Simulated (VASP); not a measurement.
ZnSe: single point with r2SCAN

The system is ZnSe.

```xyz
2
Lattice="0.0000 2.8137 2.8137 2.8137 0.0000 2.8137 2.8137 2.8137 0.0000" Properties=species:S:1:pos:R:3 pbc="T T T"
Zn    0.0000    0.0000    0.0000
Se    4.2205    4.2205    4.2205
```

This cell differs from its parent crystal: volume scaled by 0.98.

```
Program                : VASP 6.6.1
Task                   : single point
Functional             : r2SCAN
Potentials or basis    : VASP PAW PBE potentials, release 64 (Zn, Se)
Cutoff                 : 520 eV
k mesh                 : 8 × 8 × 8
Occupations            : gaussian, width 0.05 eV
Spin                   : no spin polarisation
Dipole correction      : no
Further INCAR settings : ALGO = Normal; EDIFF = 1e-06; NBANDS = 16
```

```json
{
 "Pressure": "1.5 GPa",
 "Band gap on the k mesh": "1.96 eV, direct"
}
```

Levels at points of the mesh, in eV from the valence-band top:
```
           k point  band 7  band 8  band 9  band 10  band 11  band 12
(0.00, 0.00, 0.00)    0.00    0.00    0.00     1.96     6.31     6.31
(0.50, 0.00, 0.00)   -5.45   -0.92   -0.92     3.09     6.86     6.86
(0.50, 0.50, 0.00)   -4.89   -2.31   -2.31     3.29     3.87    11.68
```

It took 2.1 min on 1 thread of Intel(R) Xeon(R) Platinum 8488C (Sapphire Rapids), on a shared host, peak memory 0.17 GiB.

Caveat: the PAW data sets were made with another functional, which shifts forces and pressure a little.
